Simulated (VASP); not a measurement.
# HfGe (P-6m2) in VASP: settings compared

Aim: see how the results for HfGe move with the level of theory and the settings. Levels: PBE, PBE0, PBEsol-based global hybrid with 25 % exact exchange, B3LYP, HF. Tasks: single point.

All numbers are computed with VASP 6.6.1; they aren't measurements. Logs are shortened: lines on timing, memory, paths and dates and some standing lists are left out, and cuts for length are marked.

## Step 1: The cell of the first run

It takes space group P-6m2 (No. 187, hexagonal). Conventional cell: a = 3.934 Å, b = 3.934 Å, c = 3.510 Å, α = 90.00°, β = 90.00°, γ = 120.00°. Hf (site symmetry -6m2) has 3 Ge at 2.27 Å within 3.0 Å. Within 3.0 Å of Ge (site symmetry -6m2) lie 3 Hf at 2.27 Å.

## Step 2: Single point, PBE, non-collinear spin, zero start, spin-orbit coupling

File INCAR:

```
SYSTEM = HfGe
PREC     = Accurate       ! precision mode
ENCUT    = 520            ! plane-wave cutoff, eV
EDIFF    = 1E-6           ! SCF threshold, eV
ISMEAR   = 0              ! smearing method
SIGMA    = 0.005          ! smearing width, eV
LREAL    = .False.        ! projectors in reciprocal space
LASPH    = .True.         ! aspherical terms in the spheres
NELM     = 150            ! most SCF steps
ALGO     = Normal         ! electronic algorithm
ISIF     = 2              ! what is computed and relaxed
LWAVE    = .False.        ! write WAVECAR
LCHARG   = .False.        ! write CHGCAR
MAGMOM   = 0 0 0 0 0 0    ! initial moments
LORBIT   = 11             ! projections on sites
LSORBIT  = .True.         ! spin-orbit coupling
GGA_COMPAT= .False.      
LORBMOM  = .True.       
LMAXMIX  = 4              ! l up to which the mixer works
GGA      = PE             ! functional
NBANDS   = 36             ! bands
```

File KPOINTS:

```
regular mesh
0
Gamma
  7 7 6
  0 0 0
```

File POSCAR:

```
HfGe
1.0
    3.9335093900      0.0000000000      0.0000000000
   -1.9667546900      3.4065190500      0.0000000000
    0.0000000000      0.0000000000      3.5096193900
Hf Ge
1 1
Direct
    0.0000000000      0.0000000000      0.5000000000
    0.3333333300      0.6666666700      0.5000000000
```

Potentials or basis: VASP PAW PBE potentials, release 64 (Hf_pv, Ge_d).

The run is started by

```console
> cat potpaw_PBE.64/Hf_pv/POTCAR potpaw_PBE.64/Ge_d/POTCAR > POTCAR
> mpirun -np 1 vasp_ncl > vasp.out
```

OUTCAR:

```text
SYSTEM = HfGe
   PREC = Accurate
   ENCUT = 520
   EDIFF = 1E-6
   ISMEAR = 0
   LREAL = .False.
   LASPH = .True.
   NELM = 150
   ISIF = 2
   LORBIT = 11
   LSORBIT = .True.
   GGA = PE

 ion  position               nearest neighbor table
   1  0.000  0.000  0.500-   2 2.27   2 2.27   2 2.27
   2  0.333  0.667  0.500-   1 2.27   1 2.27   1 2.27

  LATTYP: Found a hexagonal cell.
 ALAT       =     3.9335093900
 C/A-ratio  =     0.8922361795

  Lattice vectors:

 A1 = (   3.9335093900,   0.0000000000,   0.0000000000)
 A2 = (  -1.9667546900,   3.4065190500,   0.0000000000)
 A3 = (   0.0000000000,   0.0000000000,   3.5096193900)

Analysis of symmetry for initial positions (statically):
=====================================================================
 Subroutine PRICEL returns:
 Original cell was already a primitive cell.

 Routine SETGRP: Setting up the symmetry group for a
 hexagonal supercell.

 Subroutine GETGRP returns: Found 12 space group operations
 (whereof 12 operations were pure point group operations)
 out of a pool of 24 trial point group operations.

The static configuration has the point symmetry D_3h.

Analysis of symmetry for dynamics (positions and initial velocities):
=====================================================================
 Subroutine PRICEL returns:
 Original cell was already a primitive cell.

 Routine SETGRP: Setting up the symmetry group for a
 hexagonal supercell.

 Subroutine GETGRP returns: Found 12 space group operations
 (whereof 12 operations were pure point group operations)
 out of a pool of 24 trial point group operations.

The dynamic configuration has the point symmetry D_3h.

Analysis of structural, dynamic, and magnetic symmetry:
=====================================================================
 Subroutine PRICEL returns:
 Original cell was already a primitive cell.

 Routine SETGRP: Setting up the symmetry group for a
 hexagonal supercell.

 Subroutine GETGRP returns: Found 12 space group operations
 (whereof 12 operations were pure point group operations)
 out of a pool of 24 trial point group operations.

The overall configuration has the point symmetry D_3h.

 Subroutine INISYM returns: Found 12 space group operations
 (whereof 12 operations are pure point group operations),
 and found     1 'primitive' translations
[... 1113 lines left out ...]
      0.00000      0.00000      1.75481         0.000000      0.000000      0.000000
     -0.00000      2.27101      1.75481        -0.000000     -0.000000      0.000000
 -----------------------------------------------------------------------------------
    total drift:                                0.000013     -0.000007     -0.000000

  FREE ENERGIE OF THE ION-ELECTRON SYSTEM (eV)
  ---------------------------------------------------
  free  energy   TOTEN  =       -11.1620555042 eV

  energy  without entropy=      -11.1619834017  energy(sigma->0) =      -11.16201945

 orbital moment (x)

 # of ion     p       d       tot
 ----------------------------------------
  1         0.000  -0.000  -0.000
  2         0.000   0.000   0.000
 ----------------------------------------
            0.000  -0.000  -0.000

 orbital moment (y)

 # of ion     p       d       tot
 ----------------------------------------
  1        -0.000  -0.000  -0.000
  2        -0.000   0.000  -0.000
 ----------------------------------------
           -0.000  -0.000  -0.000

 orbital moment (z)

 # of ion     p       d       tot
 ----------------------------------------
  1         0.000   0.000   0.000
  2         0.000   0.000   0.000
 ----------------------------------------
            0.000   0.000   0.000

 Spin-Orbit-Coupling matrix elements

 Ion:    1  E_soc:     -1.4094132
 l=   1
     0.0000000    -0.2231637    -0.2240433
    -0.2231637     0.0000000    -0.2231637
    -0.2240433    -0.2231637     0.0000000
 l=   2
     0.0000000    -0.0022572     0.0000000    -0.0022572    -0.0086804
    -0.0022572     0.0000000    -0.0076696    -0.0012878    -0.0022572
     0.0000000    -0.0076696     0.0000000    -0.0076696     0.0000000
    -0.0022572    -0.0012878    -0.0076696     0.0000000    -0.0022572
    -0.0086804    -0.0022572     0.0000000    -0.0022572     0.0000000
 l=   3
     0.0000000     0.0000000     0.0000000     0.0000000     0.0000000     0.0000000     0.0000000
     0.0000000     0.0000000     0.0000000     0.0000000     0.0000000     0.0000000     0.0000000
     0.0000000     0.0000000     0.0000000     0.0000000     0.0000000     0.0000000     0.0000000
     0.0000000     0.0000000     0.0000000     0.0000000     0.0000000     0.0000000     0.0000000
     0.0000000     0.0000000     0.0000000     0.0000000     0.0000000     0.0000000     0.0000000
     0.0000000     0.0000000     0.0000000     0.0000000     0.0000000     0.0000000     0.0000000
     0.0000000     0.0000000     0.0000000     0.0000000     0.0000000     0.0000000     0.0000000

 Ion:    2  E_soc:     -0.0192468
 l=   1
     0.0000000    -0.0017559    -0.0030071
    -0.0017559     0.0000000    -0.0017559
    -0.0030071    -0.0017559     0.0000000
 l=   2
     0.0000000    -0.0002082     0.0000000    -0.0002082    -0.0008909
    -0.0002082     0.0000000    -0.0005953    -0.0001904    -0.0002082
     0.0000000    -0.0005953     0.0000000    -0.0005953     0.0000000
    -0.0002082    -0.0001904    -0.0005953     0.0000000    -0.0002082
    -0.0008909    -0.0002082     0.0000000    -0.0002082     0.0000000
 l=   3
     0.0000000     0.0000000     0.0000000     0.0000000     0.0000000     0.0000000     0.0000000
     0.0000000     0.0000000     0.0000000     0.0000000     0.0000000     0.0000000     0.0000000
     0.0000000     0.0000000     0.0000000     0.0000000     0.0000000     0.0000000     0.0000000
     0.0000000     0.0000000     0.0000000     0.0000000     0.0000000     0.0000000     0.0000000
     0.0000000     0.0000000     0.0000000     0.0000000     0.0000000     0.0000000     0.0000000
     0.0000000     0.0000000     0.0000000     0.0000000     0.0000000     0.0000000     0.0000000
     0.0000000     0.0000000     0.0000000     0.0000000     0.0000000     0.0000000     0.0000000

 total charge

# of ion       s       p       d       tot
------------------------------------------
    1        0.420   6.541   1.911   8.872
    2        1.277   1.591  10.013  12.881
--------------------------------------------------
tot          1.697   8.132  11.924  21.753

 magnetization (x)

# of ion       s       p       d       tot
------------------------------------------
    1        0.000   0.000  -0.000  -0.000
    2        0.000   0.000  -0.000   0.000
--------------------------------------------------
tot          0.000   0.000  -0.000  -0.000

 magnetization (y)

# of ion       s       p       d       tot
------------------------------------------
    1        0.000   0.000   0.000   0.000
    2        0.000   0.000   0.000   0.000
--------------------------------------------------
tot          0.000   0.000   0.000   0.000

 magnetization (z)

# of ion       s       p       d       tot
------------------------------------------
    1        0.000   0.000   0.000   0.000
    2        0.000   0.000   0.000   0.000
--------------------------------------------------
tot          0.000   0.000   0.000   0.000
```

OSZICAR:

```text
N       E                     dE             d eps       ncg     rms          rms(c)
DAV:   1     0.226657764436E+03    0.22666E+03   -0.11683E+04  4320   0.286E+03
DAV:   2     0.248047230531E+02   -0.20185E+03   -0.19034E+03  3488   0.753E+02
DAV:   3    -0.103118061910E+02   -0.35117E+02   -0.33852E+02  4052   0.167E+02
DAV:   4    -0.122176255247E+02   -0.19058E+01   -0.18881E+01  4188   0.435E+01
DAV:   5    -0.122618248352E+02   -0.44199E-01   -0.44169E-01  3988   0.745E+00    0.662E+01
DAV:   6    -0.112431936866E+02    0.10186E+01   -0.12266E+00  5120   0.278E+01    0.364E+01
DAV:   7    -0.111719734851E+02    0.71220E-01   -0.43548E-01  4184   0.607E+00    0.170E+01
DAV:   8    -0.111703209425E+02    0.16525E-02   -0.40983E-02  4548   0.322E+00    0.313E+00
DAV:   9    -0.111627540247E+02    0.75669E-02   -0.21764E-02  4744   0.168E+00    0.740E-01
DAV:  10    -0.111625968153E+02    0.15721E-03   -0.56949E-03  4660   0.139E+00    0.100E+00
DAV:  11    -0.111621478257E+02    0.44899E-03   -0.30398E-04  3888   0.198E-01    0.332E-01
DAV:  12    -0.111620485145E+02    0.99311E-04   -0.10727E-04  4028   0.948E-02    0.566E-02
DAV:  13    -0.111620552873E+02   -0.67728E-05   -0.24045E-05  5000   0.601E-02    0.406E-02
DAV:  14    -0.111620555042E+02   -0.21690E-06   -0.60476E-06  3708   0.292E-02
   1 F= -.11162056E+02 E0= -.11162019E+02  d E =-.721025E-04  mag=    -0.0000    -0.0000     0.0000
```

stdout:

```text
POSCAR found type information on POSCAR HfGe
 POSCAR found :  2 types and       2 ions
 scaLAPACK will be used
 LDA part: xc-table for (Slater+PW92), standard interpolation
 POSCAR, INCAR and KPOINTS ok, starting setup
 FFT: planning ... GRIDC
 FFT: planning ... GRID_SOFT
 FFT: planning ... GRID
 WAVECAR not read
 entering main loop
```

Wall time 85 s (1 thread of Intel Xeon 6975P-C (Granite Rapids), shared host); peak memory 0.34 GiB.

Results:

- Free energy: -11.1621 eV
- Pressure: 37.1 GPa
- Net moment: 0.00 μB per cell
- Valence electrons inside the program's atomic spheres: Hf 8.87; Ge 12.88

Stress tensor (GPa, compression positive):
```
60.30  0.00  0.00
 0.00 60.30  0.00
 0.00  0.00 -9.44
```

Moments on the atoms (μB; x, y, z):
```
Hf  0.00 0.00 0.00
Ge  0.00 0.00 0.00
```

Caveat: the cell stands under pressure.

## Step 3: Single point, PBE0

POSCAR is that of step 2.

File INCAR.step1:

```
  ALGO = Normal
  EDIFF = 1E-5
  ENCUT = 520
  GGA = PE
  ISIF = 2
  ISMEAR = -1
  LASPH = T
  LREAL = F
  LWAVE = T
  NBANDS = 19
  NELM = 80
  PREC = Accurate
  SIGMA = 0.05
```

File INCAR.step2:

```
  AEXX = 0.25
  ALGO = Normal
  EDIFF = 1E-7
  ENCUT = 520
  GGA = PE
  ISIF = 2
  ISMEAR = -1
  ISTART = 1
  LASPH = T
  LCHARG = T
  LELF = T
  LHFCALC = T
  LREAL = F
  LVHAR = T
  LWAVE = F
  NBANDS = 19
  NELM = 80
  PREC = Accurate
  PRECFOCK = Normal
  SIGMA = 0.05
```

File KPOINTS:

```
k-points
0
Gamma
  4 4 4
```

Potentials or basis: VASP PAW PBE potentials, release 64 (Hf_pv, Ge_d).

The run is started by

```console
> cat potpaw_PBE.64/Hf_pv/POTCAR potpaw_PBE.64/Ge_d/POTCAR > POTCAR
> cp INCAR.step1 INCAR
> mpirun -np 1 vasp_std > vasp.out
> cp INCAR.step2 INCAR
> mpirun -np 1 vasp_std > vasp.out
```

Wall time 11 min (1 thread of AMD EPYC 9R45 (Zen 5), shared host); peak memory 0.15 GiB.

It converged, with:

| Item | Value |
| --- | --- |
| Free energy | -14.0379 eV |
| Pressure | 36.6 GPa |
| Band gap on the k mesh | zero (bands 12 and 13 overlap by 0.71 eV) |

Stress tensor (GPa, compression positive):
```
 62.18   0.00   0.00
  0.00  62.18   0.00
  0.00   0.00 -14.61
```

Levels at points of the mesh, in eV from the Fermi level:
| k point | band 8 | band 9 | band 10 | band 11 | band 12 | band 13 | band 14 | band 15 | band 16 | band 17 |
| --- | --- | --- | --- | --- | --- | --- | --- | --- | --- | --- |
| (0.00, 0.00, 0.00) | -27.27 | -11.88 | -3.56 | -3.56 | -1.98 | 3.34 | 4.21 | 4.21 | 5.99 | 8.84 |
| (0.50, 0.00, 0.00) | -27.37 | -9.88 | -4.83 | -1.28 | -0.72 | 0.87 | 2.17 | 3.85 | 4.21 | 8.09 |
| (0.00, 0.00, 0.50) | -27.27 | -10.62 | -4.19 | -3.07 | -3.07 | 2.30 | 2.30 | 5.97 | 7.84 | 8.49 |
| (0.50, 0.00, 0.50) | -27.37 | -8.75 | -4.22 | -3.23 | 0.71 | 1.44 | 1.74 | 2.77 | 5.22 | 6.35 |

Caveat: the k points lie up to 0.46 Å⁻¹ apart, too coarse for converged energies and pressures of a metal; the PAW data sets were made with another functional, which shifts forces and pressure a little; spin-orbit coupling is left out, which moves the levels of the heavy elements.

(Continued in part 2 of 2.)
